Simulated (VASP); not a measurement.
# SiC (P1) in VASP: single point with PBE

Aim: the single point of SiC with PBE.

All numbers are computed with VASP 6.6.1; they aren't measurements. Logs are shortened: lines on timing, memory, paths and dates and some standing lists are left out, and cuts for length are marked.

### Step 1. The cell of the first run

The typed cell holds 16 atoms: a = 5.681 Å, b = 6.925 Å, c = 6.949 Å, α = 117.44°, β = 99.88°, γ = 121.72°.

### Step 2. Single point, PBE (atoms moved at random and the cell strained at random)

Contents of INCAR:

```
SYSTEM = SiC
ALGO = Normal ; EDIFF = 1E-6
ENCUT = 520 ; GGA = PE
ISIF = 2 ; ISMEAR = 0
LASPH = .True. ; LCHARG = .True.
LELF = .True. ; LREAL = Auto
LVHAR = .True. ; LWAVE = .False.
NBANDS = 46 ; NELM = 60
PREC = Accurate ; SIGMA = 0.05
```

Contents of KPOINTS:

```
k-points
0
Gamma
  6 6 6
  0 0 0
```

Contents of POSCAR:

```
SiC
1.0
    1.1185676313     -2.2098837344      5.1126112317
    1.1906772568     -3.5359568348     -5.8343460534
    3.0815721335      6.1917439120      0.6777960777
Si C
8 8
Direct
    0.3428877926      0.3329280640      0.1719607481
    0.8355568997      0.8334122983      0.1656911392
    0.3329873640      0.3283138607      0.6672437814
    0.8355156300      0.8334197451      0.6649195181
    0.9205531756      0.4100380974      0.3328751569
    0.4218020660      0.9147806438      0.3328929488
    0.9174087356      0.4217193635      0.8359442005
    0.4207335820      0.9140530358      0.8370721946
    0.5280186617      0.1405146609      0.1685590448
    0.0266109347      0.6491168700      0.1647675455
    0.5296803560      0.1475870151      0.6652819001
    0.0137258554      0.6350755326      0.6622150905
    0.1038832429      0.2239433690      0.3328303774
    0.6006079243      0.7293704417      0.3310706932
    0.1035384123      0.2239560848      0.8317806892
    0.6064893672      0.7217709173      0.8348949717
```

Potentials or basis: VASP PAW PBE potentials, release 64 (Si, C).

Command:

```sh
cat potpaw_PBE.64/Si/POTCAR potpaw_PBE.64/C/POTCAR > POTCAR
mpirun -np 1 vasp_std > vasp.out
```

OUTCAR:

```text
SYSTEM = SiC
   EDIFF = 1E-6
   ENCUT = 520
   GGA = PE
   ISIF = 2
   ISMEAR = 0
   LASPH = .True.
   LREAL = Auto
   NELM = 60
   PREC = Accurate

 ion  position               nearest neighbor table
   1  0.343  0.333  0.172-  14 1.82  13 1.97  15 2.04   9 2.08   4 2.67   4 2.74   5 2.94   5 3.00
                             8 3.08   2 3.10   2 3.14
   2  0.836  0.833  0.166-  13 1.77  16 1.96  14 1.97  10 2.06   3 2.70   3 2.71   6 2.98   6 2.99
                             7 3.06   1 3.10   1 3.14
   3  0.333  0.328  0.667-  16 1.79  15 1.95  13 2.01  11 2.07   2 2.70   2 2.71   7 2.92   7 3.04
                             4 3.08   6 3.11
   4  0.836  0.833  0.665-  15 1.78  16 2.00  14 2.02  12 2.09   1 2.67   1 2.74   8 2.98   8 3.01
                             3 3.08   5 3.13
   5  0.921  0.410  0.333-   9 1.60  12 1.84  13 2.04  10 2.33   8 2.69   8 2.72   1 2.94   1 3.00
                             6 3.09   4 3.13   6 3.14
   6  0.422  0.915  0.333-  10 1.60  11 1.83  14 2.01   9 2.24   7 2.69   7 2.72   2 2.98   2 2.99
                             5 3.09   3 3.11   5 3.14
   7  0.917  0.422  0.836-  11 1.58  10 1.80  15 2.12  12 2.23   6 2.69   6 2.72   3 2.92   3 3.04
                             2 3.06   8 3.09
   8  0.421  0.914  0.837-  12 1.65   9 1.82  16 2.09  11 2.32   5 2.69   5 2.72   4 2.98   4 3.01
                             1 3.08   7 3.09
   9  0.528  0.141  0.169-   5 1.60   8 1.82   1 2.08   6 2.24
  10  0.027  0.649  0.165-   6 1.60   7 1.80   2 2.06   5 2.33
  11  0.530  0.148  0.665-   7 1.58   6 1.83   3 2.07   8 2.32
  12  0.014  0.635  0.662-   8 1.65   5 1.84   4 2.09   7 2.23
  13  0.104  0.224  0.333-   2 1.77   1 1.97   3 2.01   5 2.04
  14  0.601  0.729  0.331-   1 1.82   2 1.97   6 2.01   4 2.02
  15  0.104  0.224  0.832-   4 1.78   3 1.95   1 2.04   7 2.12
  16  0.606  0.722  0.835-   3 1.79   2 1.96   4 2.00   8 2.09

  LATTYP: Found a triclinic cell.
 ALAT       =    10.7815357994
 B/A-ratio  =     1.1153821847
 C/A-ratio  =     1.3262787286
 COS(alpha) =     0.0012807560
 COS(beta)  =     0.4640253516
 COS(gamma) =     0.8815072728

  Lattice vectors:

 A1 = (  -8.4723891551,  -6.6376472548,  -0.6338573337)
 A2 = (  -9.5909567864,  -4.4277635204,  -5.7464685654)
 A3 = (  -0.8444368709, -10.6115113808,   9.5474263857)

Analysis of symmetry for initial positions (statically):
=====================================================================
 Subroutine PRICEL returns:
 Original cell was already a primitive cell.

 Routine SETGRP: Setting up the symmetry group for a
 triclinic supercell.

 Subroutine GETGRP returns: Found  1 space group operations
 (whereof  1 operations were pure point group operations)
 out of a pool of  2 trial point group operations.

The static configuration has the point symmetry C_1 .

Analysis of symmetry for dynamics (positions and initial velocities):
=====================================================================
 Subroutine PRICEL returns:
 Original cell was already a primitive cell.

 Routine SETGRP: Setting up the symmetry group for a
 triclinic supercell.

 Subroutine GETGRP returns: Found  1 space group operations
 (whereof  1 operations were pure point group operations)
 out of a pool of  2 trial point group operations.

The dynamic configuration has the point symmetry C_1 .

 Subroutine INISYM returns: Found  1 space group operations
 (whereof  1 operations are pure point group operations),
 and found     1 'primitive' translations

----------------------------------------------------------------------------------------

                                     Primitive cell

  volume of cell :     172.6427

  direct lattice vectors                    reciprocal lattice vectors
     1.118567631 -2.209883734  5.112611232     0.195363739 -0.108814314  0.105817837
     1.190677257 -3.535956835 -5.834346053     0.192037279 -0.086865657 -0.079562022
     3.081572133  6.191743912  0.677796078     0.179394803  0.073061776 -0.007668721

  length of vectors
     5.680983478  6.925337316  6.949329968     0.247396362  0.225286649  0.193853882

  position of ions in fractional coordinates (direct lattice)
     0.342887793  0.332928064  0.171960748
     0.835556900  0.833412298  0.165691139
     0.332987364  0.328313861  0.667243781
     0.835515630  0.833419745  0.664919518
     0.920553176  0.410038097  0.332875157
     0.421802066  0.914780644  0.332892949
[... 8 lines left out ...]
     0.103538412  0.223956085  0.831780689
     0.606489367  0.721770917  0.834894972

  ion indices of the primitive-cell ions
   primitive index   ion index
                 1           1
                 2           2
                 3           3
                 4           4
                 5           5
                 6           6
[... 8 lines left out ...]
                15          15
                16          16

----------------------------------------------------------------------------------------

 KPOINTS: k-points

Automatic generation of k-mesh.
 Grid dimensions read from file:
 generate k-points for:    6    6    6

 Generating k-lattice:

  Cartesian coordinates                     Fractional coordinates (reciprocal lattice)
     0.032560623 -0.018135719  0.017636306     0.166666667 -0.000000000  0.000000000
     0.032006213 -0.014477609 -0.013260337     0.000000000  0.166666667 -0.000000000
     0.029899134  0.012176963 -0.001278120    -0.000000000 -0.000000000  0.166666667

  Length of vectors
     0.041232727  0.037547775  0.032308980

  Shift w.r.t. Gamma in fractional coordinates (k-lattice)
     0.000000000  0.000000000  0.000000000

 Subroutine IBZKPT returns following result:
 ===========================================

 Found    112 irreducible k-points:

 Following reciprocal coordinates:
            Coordinates               Weight
  0.000000  0.000000  0.000000      1.000000
  0.166667  0.000000  0.000000      2.000000
  0.333333  0.000000  0.000000      2.000000
  0.500000  0.000000  0.000000      1.000000
  0.000000  0.166667 -0.000000      2.000000
  0.166667  0.166667  0.000000      2.000000
[... 16 lines left out ...]
  0.333333 -0.000000  0.166667      2.000000
  0.500000  0.000000  0.166667      2.000000
 [... further k-points ...]
   k-points           NKPTS =    112   k-points in BZ     NKDIM =    112   number of bands    NBANDS=     46
   number of dos      NEDOS =    301   number of ions     NIONS =     16
   total plane-waves  NPLWV = 122472
   dimension x,y,z NGX =    42 NGY =   54 NGZ =   54
   dimension x,y,z NGXF=    84 NGYF=  108 NGZF=  108
   ions per type =               8   8
   NGX,Y,Z   is equivalent  to a cutoff of  12.29, 12.96, 12.92 a.u.
   NGXF,Y,Z  is equivalent  to a cutoff of  24.58, 25.93, 25.84 a.u.
 SYSTEM =  SiC
   PREC   = accura    normal or accurate (medium, high low for compatibility)
   ISTART =      0    job   : 0-new  1-cont  2-samecut
   ICHARG =      2    charge: 1-file 2-atom 10-const
   ISPIN  =      1    spin polarized calculation?
   LNONCOLLINEAR =      F non collinear calculations
   LSORBIT =      F    spin-orbit coupling
   LASPH  =      T    aspherical Exc in radial PAW
   ENCUT  =  520.0 eV  38.22 Ry    6.18 a.u.  10.56 12.88 12.92*2*pi/ulx,y,z
   NELM   =     60;   NELMIN=  2; NELMDL= -5     # of ELM steps
   EDIFF  = 0.1E-05   stopping-criterion for ELM
   LREAL  =      T    real-space projection
   EDIFFG = 0.1E-04   stopping-criterion for IOM
   NSW    =      0    number of steps for IOM
   IBRION =     -1    ionic relax: 0-MD 1-quasi-New 2-CG
   NFREE  =      0    steps in history (QN), initial steepest desc. (CG)
   ISIF   =      2    stress and relaxation
   ISYM   =      2    0-nonsym 1-usesym 2-fastsym
   POTIM  = 0.5000    time-step for ionic-motion
   TEBEG  =    0.0;   TEEND  =   0.0 temperature during run
   PSTRESS=    0.0 pullay stress
   NELECT =      64.0000    total number of electrons
   NUPDOWN=      -1.0000    fix difference up-down
   EMIN   =  10.00;   EMAX   =-10.00  energy-range for DOS
   EFERMI =   0.00;   METHOD = LEGACY
   ISMEAR =     0;   SIGMA  =   0.05  broadening in eV -4-tet -1-fermi 0-gaus
   EFERMI_NEDOS =   21; number of points for ismear=-14 and -15
   IALGO  =     38    algorithm
   IMIX   =      4    mixing-type and parameters
     AMIX     =   0.40;   BMIX     =  1.00
     AMIX_MAG =   1.60;   BMIX_MAG =  1.00
  volume/ion in A,a.u.               =      10.79        72.82
  Fermi-wavevector in a.u.,A,eV,Ry     =   1.176031  2.222376 18.817523  1.383049
  Thomas-Fermi vector in A             =   2.312402
   LORBIT       =      0    0 simple, 1 ext, 2 COOP (PROOUT), +10 PAW based schemes
   GGA     = PE    functional components
   LHFCALC =     F    Hartree Fock is set to
   AEXX    =    0.0000 exact exchange contribution
   IVDW    =     0    specifies the selected vdW correction
   LEPSILON=     F    determine dielectric tensor
   LRPA    =     F    only Hartree local field effects (RPA)
 non-spin polarized calculation
 Gauss-broadening in eV      SIGMA  =   0.05
  energy-cutoff  :      520.00
  volume of cell :      172.64
 maximum number of plane-waves:      4674
   NGX = 21   NGY = 25   NGZ = 25

 number of electron      64.0000000 magnetization

 Free energy of the ion-electron system (eV)
  ---------------------------------------------------
  ext. energy  EPLUGINS =         0.00000000
  ---------------------------------------------------
  free energy    TOTEN  =      -104.19192012 eV

  energy without entropy =     -104.18906991  energy(sigma->0) =     -104.19049501

 E-fermi :   8.9708     XC(G=0): -11.2131

 val. band max:        8.9658179623   @ k =   0.3333   0.3333   0.3333
 cond. band min:       8.9776642230   @ k =   0.1667  -0.3333   0.1667
 fundamental gap:      0.0118462607
 Fermi energy:         8.9708000526

 k-point     1 :       0.0000    0.0000    0.0000
  band No.  band energies     occupation
      1      -7.6070      2.00000
      2      -5.1386      2.00000
      3      -4.7901      2.00000
      4      -4.0026      2.00000
      5      -3.9605      2.00000
      6      -2.9070      2.00000
[... 36 lines left out ...]
     43      12.7917      0.00000
     44      13.4259      0.00000

 k-point     2 :       0.1667    0.0000    0.0000
  band No.  band energies     occupation
      1      -7.4005      2.00000
      2      -5.0758      2.00000
      3      -4.8094      2.00000
      4      -4.2675      2.00000
      5      -4.0488      2.00000
      6      -3.3954      2.00000
[... 36 lines left out ...]
     43      13.4035      0.00000
     44      13.5509      0.00000

 k-point     3 :       0.3333    0.0000    0.0000
  band No.  band energies     occupation
      1      -6.7896      2.00000
      2      -4.9427      2.00000
      3      -4.7676      2.00000
      4      -4.6274      2.00000
      5      -4.4986      2.00000
      6      -4.1369      2.00000
[... 36 lines left out ...]
     43      13.8059      0.00000
     44      14.2321      0.00000

 k-point     4 :       0.5000    0.0000    0.0000
  band No.  band energies     occupation
      1      -5.8570      2.00000
      2      -5.7508      2.00000
      3      -4.8595      2.00000
      4      -4.7800      2.00000
      5      -4.5257      2.00000
      6      -4.4329      2.00000
[... 882 lines left out ...]
     43      13.2046      0.00000
     44      13.5817      0.00000

 k-point    23 :       0.3333   -0.0000    0.1667
  band No.  band energies     occupation
      1      -6.2995      2.00000
      2      -5.5314      2.00000
      3      -5.1203      2.00000
      4      -4.5425      2.00000
      5      -4.3148      2.00000
      6      -4.2276      2.00000
[... 36 lines left out ...]
     43      13.8070      0.00000
     44      14.0788      0.00000

 k-point    24 :       0.5000    0.0000    0.1667
  band No.  band energies     occupation
      1      -6.2314      2.00000
      2      -5.5375      2.00000
      3      -5.1390      2.00000
      4      -4.9617      2.00000
      5      -4.5008      2.00000
      6      -3.9678      2.00000
[... 36 lines left out ...]
     43      13.7406      0.00000
     44      14.2694      0.00000

 [... further k-points ...]

 [bands above 44 left out]

------------------------ aborting loop because EDIFF is reached ----------------------------------------

  FORCE on cell =-STRESS in cart. coord.  units (eV):
  Direction    XX          YY          ZZ          XY          YZ          ZX
  --------------------------------------------------------------------------------------
  -------------------------------------------------------------------------------------
  Total       88.0027170    -30.0739756    -21.6565858    -29.2040917    -35.0652187      5.7685840
  in kB      816.6923740   -279.0957758   -200.9797997   -271.0229839   -325.4160515     53.5342397
  external PRESSURE =     112.2055995 kB  Pullay stress =       0.0000000 kB

 VOLUME and BASIS-vectors are now :
 -----------------------------------------------------------------------------
  energy-cutoff  :      520.00
  volume of cell :      172.64
      direct lattice vectors                 reciprocal lattice vectors
     1.118567631 -2.209883734  5.112611232     0.195363739 -0.108814314  0.105817837
     1.190677257 -3.535956835 -5.834346053     0.192037279 -0.086865657 -0.079562022
     3.081572133  6.191743912  0.677796078     0.179394803  0.073061776 -0.007668721

 POSITION                                       TOTAL-FORCE (eV/Angst)
 -----------------------------------------------------------------------------------
      1.30986     -0.87022     -0.07281        -1.083960      0.507513      0.267365
      2.43754     -3.76748     -0.47823        -1.169285      0.729977      0.843425
      2.81954      2.23464      0.23919        -1.065628      0.412733      0.709623
      3.97591     -0.67632     -0.14011        -1.041323      1.195635      0.844945
      2.54370     -1.42311      2.53975         5.416173     -2.758869      2.915168
      2.58686     -2.10557     -2.95500         5.000099     -2.457882      2.735726
[... 8 lines left out ...]
      2.94567      4.12947     -0.21351         1.537181     -0.768180     -0.374306
      4.11058      1.27703     -0.54443         1.127248     -0.957747     -0.724236
 -----------------------------------------------------------------------------------
    total drift:                                0.011897     -0.004474     -0.018050

  FREE ENERGIE OF THE ION-ELECTRON SYSTEM (eV)
  ---------------------------------------------------
  free  energy   TOTEN  =      -104.1919201151 eV

  energy  without entropy=     -104.1890699136  energy(sigma->0) =     -104.19049501
```

Wall time 14 min (1 thread of Intel Xeon 6975P-C (Granite Rapids), shared host); peak memory 0.68 GiB.

What came out:

```yaml
Free_energy: -104.1919 eV
Pressure: 11.2 GPa
Largest_force: 7.992 eV/Å
Band_gap_on_the_k_mesh: zero (bands 32 and 33 overlap by 0.44 eV)
```

Forces on the atoms (eV/Å):
```
Si  -1.084  0.508  0.267
Si  -1.169  0.730  0.843
Si  -1.066  0.413  0.710
Si  -1.041  1.196  0.845
Si   5.416 -2.759  2.915
Si   5.000 -2.458  2.736
Si   5.416 -3.428  3.320
Si   2.908 -1.731  2.300
C   -5.452  2.892 -3.452
C   -4.914  3.096 -3.434
C   -6.259  3.599 -3.426
C   -2.979  1.414 -2.371
C    1.644 -1.092 -0.411
C    0.915 -0.653  0.256
C    1.537 -0.768 -0.374
C    1.127 -0.958 -0.724
```

Levels at points of the mesh, in eV from the Fermi level:
| k point | band 30 | band 31 | band 32 | band 33 | band 34 | band 35 |
| --- | --- | --- | --- | --- | --- | --- |
| (0.00, 0.00, 0.00) | -1.11 | -0.43 | -0.27 | 0.11 | 0.25 | 0.33 |
| (0.50, 0.00, 0.00) | -3.14 | -2.76 | -2.71 | 0.97 | 0.98 | 1.42 |
| (0.00, 0.50, 0.00) | -1.84 | -1.66 | -1.60 | 1.51 | 1.58 | 2.03 |
| (0.50, 0.50, 0.00) | -1.20 | -0.36 | -0.10 | 0.08 | 0.24 | 0.72 |
| (0.00, 0.00, 0.50) | -2.22 | -1.40 | -1.23 | 0.65 | 0.74 | 1.80 |
| (0.50, 0.00, 0.50) | -1.40 | 0.02 | 0.11 | 0.74 | 0.79 | 1.93 |
| (0.00, 0.50, 0.50) | -1.32 | -0.08 | 0.01 | 1.81 | 1.93 | 2.35 |
| (0.50, 0.50, 0.50) | -2.89 | -2.01 | -1.92 | 1.43 | 1.51 | 2.09 |

Caveat: the cell differs from its parent crystal (atoms moved at random and the cell strained at random); the cell stands under pressure; semilocal functionals underestimate gaps, so a narrow gap can read as zero; forces of over 1 eV/Å act on the atoms, so gaps and moduli don't describe the material at rest.
